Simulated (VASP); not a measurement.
# Pt (Fm-3m) in VASP: further runs, part 2 of 2

VASP 6.6.1.

### 4 Single point, PBE

This run uses another cell than the first one, of 15.97 Å³/atom.

INCAR reads:

```
  PREC = Accurate
  ENCUT = 520
  EDIFF = 1E-6
  ISMEAR = -1
  SIGMA = 0.06122561905347299
  LREAL = False
  LASPH = True
  NELM = 80
  ALGO = Normal
  ISIF = 2
  LWAVE = False
  LCHARG = False
  GGA = PE
  NBANDS = 11
```

KPOINTS reads:

```
regular mesh
0
Gamma
  47 47 47
```

POSCAR reads:

```
Pt
1.0
    0.0000000000      1.9986951369      1.9986951369
    1.9986951369      0.0000000000      1.9986951369
    1.9986951369      1.9986951369      0.0000000000
Pt
1
Direct
    0.0000000000      0.0000000000      0.0000000000
```

On the command line:

```sh
$ cat potpaw_PBE.64/Pt/POTCAR > POTCAR
$ mpirun -np 1 vasp_std > vasp.out
```

It took 11 min on 1 thread of Oxide Virtual Turin-like, shared host; peak memory 0.51 GiB.

Results (log left out):

```
Free energy            : -6.1049 eV
Pressure               : -5.2 GPa
Band gap on the k mesh : zero (bands 5 and 6 overlap by 2.02 eV)
```

Levels at points of the mesh, in eV from the Fermi level:
| k point | band 3 | band 4 | band 5 | band 6 | band 7 | band 8 |
| --- | --- | --- | --- | --- | --- | --- |
| (0.00, 0.00, 0.00) | -3.45 | -3.45 | -1.49 | -1.49 | 14.79 | 19.43 |

Caveat: the cell stands under tension; spin-orbit coupling is left out, which moves the levels of the heavy elements.

### 5 Single point, PBE

This run uses another cell than the first one, of 16.28 Å³/atom.

INCAR reads:

```
PREC = Accurate
ENCUT = 520
EDIFF = 1E-6
ISMEAR = -1
SIGMA = 0.06122561905347299
LREAL = F
LASPH = T
NELM = 100
ALGO = Normal
ISIF = 2
LWAVE = F
LCHARG = F
GGA = PE
NBANDS = 11
```

KPOINTS reads:

```
Automatic mesh
0
Gamma
  47 47 47
```

POSCAR reads:

```
Pt
1.0
    0.0000000000      2.0116740404      2.0116740404
    2.0116740404      0.0000000000      2.0116740404
    2.0116740404      2.0116740404      0.0000000000
Pt
1
Direct
    0.0000000000      0.0000000000      0.0000000000
```

On the command line:

```sh
$ cat potpaw_PBE.64/Pt/POTCAR > POTCAR
$ mpirun -np 1 vasp_std > vasp.out
```

Run time: 9.6 min. Hardware: 1 thread of Oxide Virtual Turin-like, shared host; peak memory 0.52 GiB.

Results (log left out):

```
Free energy            : -6.0910 eV
Pressure               : -9.2 GPa
Band gap on the k mesh : zero (bands 5 and 6 overlap by 1.95 eV)
```

Levels at points of the mesh, in eV from the Fermi level:
```
           k point  band 3  band 4  band 5  band 6  band 7  band 8
(0.00, 0.00, 0.00)   -3.34   -3.34   -1.44   -1.44   14.83   19.36
```

Caveat: the cell stands under tension; spin-orbit coupling is left out, which moves the levels of the heavy elements.

### 6 Single point, PBE

This run uses another cell than the first one, of 16.59 Å³/atom.

INCAR reads:

```
ALGO = Normal
EDIFF = 1E-6
ENCUT = 520
GGA = PE
ISIF = 2
ISMEAR = -1
LASPH = T
LCHARG = F
LREAL = F
LWAVE = F
NBANDS = 11
NELM = 100
PREC = Accurate
SIGMA = 0.06122561905347299
```

KPOINTS reads:

```
k-points
0
Gamma
  47 47 47
```

POSCAR reads:

```
Pt
1.0
    0.0000000000      2.0244875964      2.0244875964
    2.0244875964      0.0000000000      2.0244875964
    2.0244875964      2.0244875964      0.0000000000
Pt
1
Direct
    0.0000000000      0.0000000000      0.0000000000
```

Potentials or basis: VASP PAW PBE potentials, release 64 (Pt).

On the command line:

```sh
$ cat potpaw_PBE.64/Pt/POTCAR > POTCAR
$ mpirun -np 1 vasp_std > vasp.out
```

OUTCAR:

```text
EDIFF = 1E-6
   ENCUT = 520
   GGA = PE
   ISIF = 2
   ISMEAR = -1
   LASPH = T
   LREAL = F
   NELM = 100
   PREC = Accurate

 ion  position               nearest neighbor table
   1  0.000  0.000  0.000-

  LATTYP: Found a face centered cubic cell.
 ALAT       =     4.0489751928

  Lattice vectors:

 A1 = (   0.0000000000,   2.0244875964,   2.0244875964)
 A2 = (   2.0244875964,   0.0000000000,   2.0244875964)
 A3 = (   2.0244875964,   2.0244875964,   0.0000000000)

Analysis of symmetry for initial positions (statically):
=====================================================================
 Subroutine PRICEL returns:
 Original cell was already a primitive cell.

 Routine SETGRP: Setting up the symmetry group for a
 face centered cubic supercell.

 Subroutine GETGRP returns: Found 48 space group operations
 (whereof 48 operations were pure point group operations)
 out of a pool of 48 trial point group operations.

The static configuration has the point symmetry O_h .

Analysis of symmetry for dynamics (positions and initial velocities):
=====================================================================
 Subroutine PRICEL returns:
 Original cell was already a primitive cell.

 Routine SETGRP: Setting up the symmetry group for a
 face centered cubic supercell.

 Subroutine GETGRP returns: Found 48 space group operations
 (whereof 48 operations were pure point group operations)
 out of a pool of 48 trial point group operations.

The dynamic configuration has the point symmetry O_h .

 Subroutine INISYM returns: Found 48 space group operations
 (whereof 48 operations are pure point group operations),
 and found     1 'primitive' translations

----------------------------------------------------------------------------------------

                                     Primitive cell

  volume of cell :      16.5949

  direct lattice vectors                    reciprocal lattice vectors
[... 107 lines left out ...]
  Fermi-wavevector in a.u.,A,eV,Ry     =   1.382769  2.613055 26.015030  1.912051
  Thomas-Fermi vector in A             =   2.507430
   LORBIT       =      0    0 simple, 1 ext, 2 COOP (PROOUT), +10 PAW based schemes
   GGA     = PE    functional components
   LHFCALC =     F    Hartree Fock is set to
   AEXX    =    0.0000 exact exchange contribution
   IVDW    =     0    specifies the selected vdW correction
   LEPSILON=     F    determine dielectric tensor
   LRPA    =     F    only Hartree local field effects (RPA)
 non-spin polarized calculation
  energy-cutoff  :      520.00
  volume of cell :       16.59
 maximum number of plane-waves:       461
 NGX is ok and might be reduce to    24
   NGX = 11   NGY = 11   NGZ = 11

 number of electron      10.0000000 magnetization

 number of electron       9.9999999 magnetization

 Free energy of the ion-electron system (eV)
  ---------------------------------------------------
  ext. energy  EPLUGINS =         0.00000000
  ---------------------------------------------------
  free energy    TOTEN  =        -6.06967119 eV

  energy without entropy =       -6.04362751  energy(sigma->0) =       -6.05664935

 E-fermi :   9.5117     XC(G=0): -12.9214

 val. band max:        9.5116164562   @ k =   0.4681   0.0213   0.0000
 cond. band min:       9.5121804655   @ k =  -0.4468   0.4043   0.1277
 fundamental gap:      0.0005640093
 Fermi energy:         9.5117149325

 k-point     1 :       0.0000    0.0000    0.0000
  band No.  band energies     occupation
      1       0.3351      2.00000
      2       6.2771      2.00000
      3       6.2771      2.00000
      4       6.2771      2.00000
      5       8.1154      2.00000
      6       8.1154      2.00000
      7      24.3729      0.00000
      8      28.8039      0.00000
      9      28.8039      0.00000
     10      28.8039      0.00000
     11      33.8109      0.00000
[... 309 lines left out ...]
 k-point    24 :       0.4894    0.0000    0.0000
  band No.  band energies     occupation
      1       3.1392      2.00000
      2       6.2319      2.00000
      3       6.2319      2.00000
      4       9.4069      1.69400
      5       9.5325      0.83170
      6       9.5325      0.83170
      7      14.6941      0.00000
      8      23.9159      0.00000
      9      27.8249      0.00000
     10      27.8249      0.00000
     11      36.2951      0.00000

 [... further k-points ...]
[... 5 lines left out ...]
  --------------------------------------------------------------------------------------
  -------------------------------------------------------------------------------------
  Total       -1.3196798     -1.3196798     -1.3196798      0.0000000      0.0000000      0.0000000
  in kB     -127.4100809   -127.4100809   -127.4100809      0.0000000      0.0000000      0.0000000
  external PRESSURE =    -127.4100809 kB  Pullay stress =       0.0000000 kB

 VOLUME and BASIS-vectors are now :
 -----------------------------------------------------------------------------
  energy-cutoff  :      520.00
  volume of cell :       16.59
      direct lattice vectors                 reciprocal lattice vectors
     0.000000000  2.024487596  2.024487596    -0.246976075  0.246976075  0.246976075
     2.024487596  0.000000000  2.024487596     0.246976075 -0.246976075  0.246976075
     2.024487596  2.024487596  0.000000000     0.246976075  0.246976075 -0.246976075

 POSITION                                       TOTAL-FORCE (eV/Angst)
 -----------------------------------------------------------------------------------
      0.00000      0.00000      0.00000         0.000000      0.000000      0.000000
 -----------------------------------------------------------------------------------
    total drift:                                0.000000     -0.000000     -0.000000

  FREE ENERGIE OF THE ION-ELECTRON SYSTEM (eV)
  ---------------------------------------------------
  free  energy   TOTEN  =        -6.0696711885 eV

  energy  without entropy=       -6.0436275147  energy(sigma->0) =       -6.05664935
```

OSZICAR:

```text
N       E                     dE             d eps       ncg     rms          rms(c)
DAV:   1     0.392881492572E+02    0.39288E+02   -0.52999E+03 58563   0.836E+02
DAV:   2    -0.583580011610E+01   -0.45124E+02   -0.43050E+02 65021   0.172E+02
DAV:   3    -0.645106106377E+01   -0.61526E+00   -0.60989E+00 66645   0.192E+01
DAV:   4    -0.645359984605E+01   -0.25388E-02   -0.25385E-02 65672   0.146E+00
DAV:   5    -0.645362218265E+01   -0.22337E-04   -0.22336E-04 66879   0.128E-01    0.974E+00
DAV:   6    -0.609949219907E+01    0.35413E+00   -0.95228E-01 60980   0.746E+00    0.516E+00
DAV:   7    -0.607226737186E+01    0.27225E-01   -0.10714E-01 65984   0.244E+00    0.237E+00
DAV:   8    -0.606983033696E+01    0.24370E-02   -0.34812E-03 61970   0.486E-01    0.495E-01
DAV:   9    -0.606967032728E+01    0.16001E-03   -0.11710E-04 64130   0.914E-02    0.576E-02
DAV:  10    -0.606967140437E+01   -0.10771E-05   -0.43207E-06 68045   0.167E-02    0.678E-03
DAV:  11    -0.606967118846E+01    0.21591E-06   -0.39980E-08 33994   0.186E-03
   1 F= -.60696712E+01 E0= -.60566494E+01  d E =-.260437E-01
```

It took 10 min on 1 thread of Oxide Virtual Turin-like, shared host; peak memory 0.53 GiB.

Results:

```yaml
Free_energy: -6.0697 eV
Pressure: -12.7 GPa
Band_gap_on_the_k_mesh: zero (bands 5 and 6 overlap by 1.88 eV)
```

Caveat: the cell stands under tension; spin-orbit coupling is left out, which moves the levels of the heavy elements.

### 7 The runs side by side

```csv
cell,gap on the mesh (eV),pressure (GPa)
"a = 2.789 Å, angles 60.0°, 1 atom",none,4.7
"a = 2.808 Å, angles 60.0°, 1 atom",none,-0.6
"a = 2.827 Å, angles 60.0°, 1 atom",none,-5.2
"a = 2.845 Å, angles 60.0°, 1 atom",none,-9.2
"a = 2.863 Å, angles 60.0°, 1 atom",none,-12.7
```

Alike in all rows: task single point; level PBE; potentials or basis VASP PAW PBE potentials, release 64 (Pt); no spin polarisation; k mesh 47 × 47 × 47; cutoff (eV) 520; smearing fermi-dirac 0.0612256 eV.

Caveats: spin-orbit coupling is left out, which moves the levels of the heavy elements; the cell stands under tension (at least some runs); the cell stands under pressure (at least some runs).

Total energies depend on the potentials used, so only differences within one code and one set of settings carry meaning.
